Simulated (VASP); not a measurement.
# TiO2 (I4_1/amd) in VASP: further runs

Runs on TiO2. Level: PBEsol. Tasks: relaxation of cell and atoms.

All numbers are computed with VASP 6.6.1; they aren't measurements. Logs are shortened: lines on timing, memory, paths and dates and some standing lists are left out, and cuts for length are marked.

## (1) The cell of the first run

The structure is tetragonal, space group I4_1/amd (No. 141). The conventional cell has a = 3.784 Å, b = 3.784 Å, c = 9.515 Å, α = 90.00°, β = 90.00°, γ = 90.00°. Within 2.6 Å of Ti (site symmetry -4m2) lie 6 O at 1.93 to 1.98 Å. Within 2.6 Å of O (site symmetry 2mm) lie 3 Ti at 1.93 to 1.98 Å and 2 O at 2.47 Å.

## (2) Relaxation of cell and atoms, PBEsol, target pressure 5 GPa, at which the enthalpy is minimised

File INCAR:

```
PREC     = Accurate       # precision mode
ENCUT    = 600            # plane-wave cutoff, eV
EDIFF    = 1E-7           # SCF threshold, eV
ISMEAR   = 0              # smearing method
SIGMA    = 0.01           # smearing width, eV
LREAL    = F              # projectors in reciprocal space
LASPH    = T              # aspherical terms in the spheres
NELM     = 120            # most SCF steps
ALGO     = Normal         # electronic algorithm
ISIF     = 3              # what is computed and relaxed
LWAVE    = F              # write WAVECAR
LCHARG   = F              # write CHGCAR
GGA      = PS             # functional
IBRION   = 2              # ionic algorithm
NSW      = 80             # ionic steps
EDIFFG   = -0.01          # ionic threshold
PSTRESS  = 50.0         
GGA_COMPAT= F            
NELMIN   = 4
```

File KPOINTS:

```
regular mesh
0
Gamma
  6 6 6
```

File POSCAR:

```
TiO2
1.0
   -1.8921000000      1.8921000000      4.7573000000
    1.8921000000     -1.8921000000      4.7573000000
    1.8921000000      1.8921000000     -4.7573000000
Ti O
2 4
Direct
    0.0000000000      1.0000000000      0.0000000000
    0.7500000000      0.2500000000      0.5000000000
    0.2081000000      0.2081000000      0.0000000000
    0.7919000000      0.7919000000      0.0000000000
   -0.0419000000      0.4581000000      0.5000000000
    0.5419000000      1.0419000000      0.5000000000
```

Potentials or basis: VASP PAW PBE potentials, release 64 (Ti_sv, O).

Run with:

```
> cat potpaw_PBE.64/Ti_sv/POTCAR potpaw_PBE.64/O/POTCAR > POTCAR
> mpirun -np 1 vasp_std > vasp.out
```

OUTCAR:

```text
PREC = Accurate
   ENCUT = 600
   EDIFF = 1E-7
   ISMEAR = 0
   LREAL = F
   LASPH = T
   NELM = 120
   ISIF = 3
   GGA = PS
   IBRION = 2
   NSW = 80
   EDIFFG = -0.01
   PSTRESS = 50.0
   NELMIN = 4

 ion  position               nearest neighbor table
   1  0.000  0.000  0.000-   6 1.93   5 1.93   6 1.93   5 1.93   4 1.98   3 1.98
   2  0.750  0.250  0.500-   4 1.93   3 1.93   4 1.93   3 1.93   5 1.98   6 1.98
   3  0.208  0.208  0.000-   2 1.93   2 1.93   1 1.98
   4  0.792  0.792  0.000-   2 1.93   2 1.93   1 1.98
   5  0.958  0.458  0.500-   1 1.93   1 1.93   2 1.98
   6  0.542  0.042  0.500-   1 1.93   1 1.93   2 1.98

  LATTYP: Found a body centered tetragonal cell.
 ALAT       =     3.7842000000
 C/A-ratio  =     2.5142962846

  Lattice vectors:

 A1 = (  -1.8921000000,   1.8921000000,   4.7573000000)
 A2 = (   1.8921000000,  -1.8921000000,   4.7573000000)
 A3 = (   1.8921000000,   1.8921000000,  -4.7573000000)

Analysis of symmetry for initial positions (statically):
=====================================================================
 Subroutine PRICEL returns:
 Original cell was already a primitive cell.

 Routine SETGRP: Setting up the symmetry group for a
 body centered tetragonal supercell.

 Subroutine GETGRP returns: Found 16 space group operations
 (whereof  8 operations were pure point group operations)
 out of a pool of 16 trial point group operations.

The static configuration has the point symmetry D_2d.
 The point group associated with its full space group is D_4h.

Analysis of symmetry for dynamics (positions and initial velocities):
=====================================================================
 Subroutine PRICEL returns:
 Original cell was already a primitive cell.

 Routine SETGRP: Setting up the symmetry group for a
 body centered tetragonal supercell.

 Subroutine GETGRP returns: Found 16 space group operations
 (whereof  8 operations were pure point group operations)
 out of a pool of 16 trial point group operations.

The dynamic configuration has the point symmetry D_2d.
 The point group associated with its full space group is D_4h.

 Subroutine INISYM returns: Found 16 space group operations
 (whereof  8 operations are pure point group operations),
 and found     1 'primitive' translations

----------------------------------------------------------------------------------------

                                     Primitive cell

  volume of cell :      68.1253

  direct lattice vectors                    reciprocal lattice vectors
    -1.892100000  1.892100000  4.757300000     0.000000000  0.264256646  0.105101633
     1.892100000 -1.892100000  4.757300000     0.264256646  0.000000000  0.105101633
     1.892100000  1.892100000 -4.757300000     0.264256646  0.264256646  0.000000000

  length of vectors
     5.458203744  5.458203744  5.458203744     0.284390450  0.284390450  0.373715333

  position of ions in fractional coordinates (direct lattice)
     0.000000000  0.000000000  0.000000000
     0.750000000  0.250000000  0.500000000
     0.208100000  0.208100000  0.000000000
     0.791900000  0.791900000  0.000000000
     0.958100000  0.458100000  0.500000000
     0.541900000  0.041900000  0.500000000

  ion indices of the primitive-cell ions
   primitive index   ion index
                 1           1
                 2           2
                 3           3
                 4           4
                 5           5
                 6           6

----------------------------------------------------------------------------------------

 KPOINTS: regular mesh

Automatic generation of k-mesh.
 Grid dimensions read from file:
 generate k-points for:    6    6    6

 Generating k-lattice:

  Cartesian coordinates                     Fractional coordinates (reciprocal lattice)
     0.000000000  0.044042774  0.017516939     0.166666667  0.000000000 -0.000000000
     0.044042774  0.000000000  0.017516939     0.000000000  0.166666667 -0.000000000
     0.044042774  0.044042774  0.000000000     0.000000000  0.000000000  0.166666667

  Length of vectors
     0.047398408  0.047398408  0.062285889

  Shift w.r.t. Gamma in fractional coordinates (k-lattice)
     0.000000000  0.000000000  0.000000000

 Subroutine IBZKPT returns following result:
 ===========================================

 Found     30 irreducible k-points:

 Following reciprocal coordinates:
            Coordinates               Weight
  0.000000  0.000000  0.000000      1.000000
  0.166667 -0.000000  0.000000      8.000000
  0.333333  0.000000  0.000000      8.000000
  0.500000  0.000000  0.000000      4.000000
  0.166667  0.166667  0.000000      8.000000
  0.333333  0.166667 -0.000000     16.000000
[... 16 lines left out ...]
 -0.333333 -0.333333  0.166667      8.000000
 -0.166667 -0.333333  0.166667      8.000000
 [... further k-points ...]
   k-points           NKPTS =     30   k-points in BZ     NKDIM =     30   number of bands    NBANDS=     28
   number of dos      NEDOS =    301   number of ions     NIONS =      6
   total plane-waves  NPLWV = 110592
   dimension x,y,z NGX =    48 NGY =   48 NGZ =   48
   dimension x,y,z NGXF=    96 NGYF=   96 NGZF=   96
   ions per type =               2   4
   NGX,Y,Z   is equivalent  to a cutoff of  14.62, 14.62, 14.62 a.u.
   NGXF,Y,Z  is equivalent  to a cutoff of  29.24, 29.24, 29.24 a.u.
 SYSTEM =  unknown system
   PREC   = accura    normal or accurate (medium, high low for compatibility)
   ISTART =      0    job   : 0-new  1-cont  2-samecut
   ICHARG =      2    charge: 1-file 2-atom 10-const
   ISPIN  =      1    spin polarized calculation?
   LNONCOLLINEAR =      F non collinear calculations
   LSORBIT =      F    spin-orbit coupling
   LASPH  =      T    aspherical Exc in radial PAW
   ENCUT  =  600.0 eV  44.10 Ry    6.64 a.u.  10.90 10.90 10.90*2*pi/ulx,y,z
   NELM   =    120;   NELMIN=  4; NELMDL= -5     # of ELM steps
   EDIFF  = 0.1E-06   stopping-criterion for ELM
   LREAL  =      F    real-space projection
   EDIFFG = -.1E-01   stopping-criterion for IOM
   NSW    =     80    number of steps for IOM
   IBRION =      2    ionic relax: 0-MD 1-quasi-New 2-CG
   NFREE  =      1    steps in history (QN), initial steepest desc. (CG)
   ISIF   =      3    stress and relaxation
   ISYM   =      2    0-nonsym 1-usesym 2-fastsym
   POTIM  = 0.5000    time-step for ionic-motion
   TEBEG  =    0.0;   TEEND  =   0.0 temperature during run
   PSTRESS=   50.0 pullay stress
   NELECT =      48.0000    total number of electrons
   NUPDOWN=      -1.0000    fix difference up-down
   EMIN   =  10.00;   EMAX   =-10.00  energy-range for DOS
   EFERMI =   0.00;   METHOD = LEGACY
   ISMEAR =     0;   SIGMA  =   0.01  broadening in eV -4-tet -1-fermi 0-gaus
   EFERMI_NEDOS =   21; number of points for ismear=-14 and -15
   IALGO  =     38    algorithm
   IMIX   =      4    mixing-type and parameters
     AMIX     =   0.40;   BMIX     =  1.00
     AMIX_MAG =   1.60;   BMIX_MAG =  1.00
  volume/ion in A,a.u.               =      11.35        76.62
  Fermi-wavevector in a.u.,A,eV,Ry     =   1.456752  2.752862 28.873289  2.122127
  Thomas-Fermi vector in A             =   2.573634
   LORBIT       =      0    0 simple, 1 ext, 2 COOP (PROOUT), +10 PAW based schemes
   GGA     = PS    functional components
   LHFCALC =     F    Hartree Fock is set to
   AEXX    =    0.0000 exact exchange contribution
   IVDW    =     0    specifies the selected vdW correction
   LEPSILON=     F    determine dielectric tensor
   LRPA    =     F    only Hartree local field effects (RPA)
 conjugate gradient relaxation of ions
 non-spin polarized calculation
 Gauss-broadening in eV      SIGMA  =   0.01
  energy-cutoff  :      600.00
  volume of cell :       68.13
 maximum number of plane-waves:      2299
 NGX is ok and might be reduce to    48
   NGX = 21   NGY = 21   NGZ = 21

--------------------------------------- Ionic step        1  -------------------------------------------

 number of electron      47.9999997 magnetization

 Free energy of the ion-electron system (eV)
  ---------------------------------------------------
  ext. energy  EPLUGINS =         0.00000000
  ---------------------------------------------------
  free energy    TOTEN  =       -56.22557292 eV

  energy without entropy =      -56.22557292  energy(sigma->0) =      -56.22557292

------------------------ aborting loop because EDIFF is reached ----------------------------------------

  FORCE on cell =-STRESS in cart. coord.  units (eV):
  Direction    XX          YY          ZZ          XY          YZ          ZX
  --------------------------------------------------------------------------------------
  -------------------------------------------------------------------------------------
  Total       -0.3918522     -0.3918522      0.0364111      0.0000000     -0.0000000      0.0000000
  in kB       -9.2156124     -9.2156124      0.8563181      0.0000000     -0.0000000      0.0000000
  external PRESSURE =     -55.8583022 kB  Pullay stress =      50.0000000 kB
[... 105 lines left out ...]
  FREE ENERGIE OF THE ION-ELECTRON SYSTEM (eV)
  ---------------------------------------------------
  free  energy   TOTEN  =       -56.2039632219 eV

  energy  without entropy=      -56.2039632219  energy(sigma->0) =      -56.20396322

  enthalpy is  TOTEN    =       -54.1293158845 eV   P V=        2.0746473374

[... ionic steps 4 to 11 ...]

--------------------------------------- Ionic step       12  -------------------------------------------

 number of electron      48.0000002 magnetization

------------------------ aborting loop because EDIFF is reached ----------------------------------------

  FORCE on cell =-STRESS in cart. coord.  units (eV):
  Direction    XX          YY          ZZ          XY          YZ          ZX
  --------------------------------------------------------------------------------------
  -------------------------------------------------------------------------------------
  Total        2.0120588      2.0120588      2.1302664      0.0000000      0.0000000      0.0000000
  in kB       48.6839209     48.6839209     51.5440813      0.0000000      0.0000000      0.0000000
  external PRESSURE =      -0.3626923 kB  Pullay stress =      50.0000000 kB
[... 69 lines left out ...]
  enthalpy is  TOTEN    =       -54.1330890583 eV   P V=        2.0661364400

--------------------------------------- Ionic step       14  -------------------------------------------

 number of electron      48.0000002 magnetization

 Free energy of the ion-electron system (eV)
  ---------------------------------------------------
  ext. energy  EPLUGINS =         0.00000000
  ---------------------------------------------------
  free energy    TOTEN  =       -56.19852119 eV

  energy without entropy =      -56.19852119  energy(sigma->0) =      -56.19852119

 E-fermi :   3.6114     XC(G=0): -11.1788

 val. band max:        3.5487409207   @ k =   0.5000   0.5000   0.0000
 cond. band min:       5.6217552664   @ k =   0.0000   0.0000   0.0000
 fundamental gap:      2.0730143457
 Fermi energy:         3.6114392599

 k-point     1 :       0.0000    0.0000    0.0000
  band No.  band energies     occupation
      1     -52.4990      2.00000
      2     -52.4260      2.00000
      3     -29.1250      2.00000
      4     -28.8586      2.00000
      5     -28.8586      2.00000
      6     -28.7742      2.00000
[... 733 lines left out ...]
     27       7.0738      0.00000
     28       7.2478      0.00000

 [... further k-points ...]
[... 5 lines left out ...]
  --------------------------------------------------------------------------------------
  -------------------------------------------------------------------------------------
  Total        2.0787550      2.0787550      2.0717621      0.0000000      0.0000000      0.0000000
  in kB       50.3231559     50.3231559     50.1538678      0.0000000      0.0000000      0.0000000
  external PRESSURE =       0.2667265 kB  Pullay stress =      50.0000000 kB
[... 21 lines left out ...]
  FREE ENERGIE OF THE ION-ELECTRON SYSTEM (eV)
  ---------------------------------------------------
  free  energy   TOTEN  =       -56.1985211946 eV

  energy  without entropy=      -56.1985211946  energy(sigma->0) =      -56.19852119

  enthalpy is  TOTEN    =       -54.1331151173 eV   P V=        2.0654060773

 reached required accuracy - stopping structural energy minimisation
```

Run time: 18 min. Hardware: 1 thread of AMD EPYC 9R45 (Zen 5), shared host; peak memory 0.32 GiB.

What came out:

| Quantity | Value |
| --- | --- |
| Free energy | -56.1985 eV |
| Relaxed volume | 11.03 Å³/atom |
| Relaxed cell | a = 5.386 Å, b = 5.386 Å, c = 5.386 Å, α = 139.16°, β = 139.16°, γ = 59.14° |
| Space group after relaxing (to 0.1 Å) | I4_1/amd (No. 141) |
| Energy change on relaxing (the run minimises the enthalpy) | +4.5 meV/atom |
| Ionic steps | 14 |
| Pressure after relaxing | 5.0 GPa |
| Band gap on the k mesh | 2.07 eV (least direct gap 2.45 eV) |

Step by step:
```tsv
step	energy change (eV)	largest force (eV/Å)	pressure (GPa)	volume (Å³)
1	0.0000	0.0099	-0.59	68.13
2	0.1459	0.3143	13.59	64.30
3	0.0216	0.1360	5.01	66.48
4	0.0226	0.1386	5.11	66.45
5	0.0236	0.0086	5.05	66.36
6	0.0232	0.0274	5.07	66.38
7	0.0218	0.0197	4.87	66.40
8	0.0186	0.0031	4.26	66.48
9	0.0197	0.0004	4.37	66.44
10	0.0233	0.0112	4.72	66.31
11	0.0316	0.0342	5.42	66.05
12	0.0261	0.0195	4.96	66.22
13	0.0263	0.0140	4.98	66.21
14	0.0271	0.0014	5.03	66.18
```

Final structure:
```
CELL_PARAMETERS angstrom
-1.87933 1.87933 4.68470
1.87933 -1.87933 4.68470
1.87933 1.87933 -4.68470
ATOMIC_POSITIONS crystal
Ti 0.00000 0.00000 0.00000
Ti 0.75000 0.25000 0.50000
O 0.21010 0.21010 0.00000
O 0.78990 0.78990 0.00000
O 0.96010 0.46010 0.50000
O 0.53990 0.03990 0.50000
```

Caveat: the cell is relaxed towards a set pressure, so the run minimises the enthalpy, not the energy; the PAW data sets were made with another functional, which shifts forces and pressure a little. A k mesh can miss the band edges.

(Part 1 of 2 ends here.)
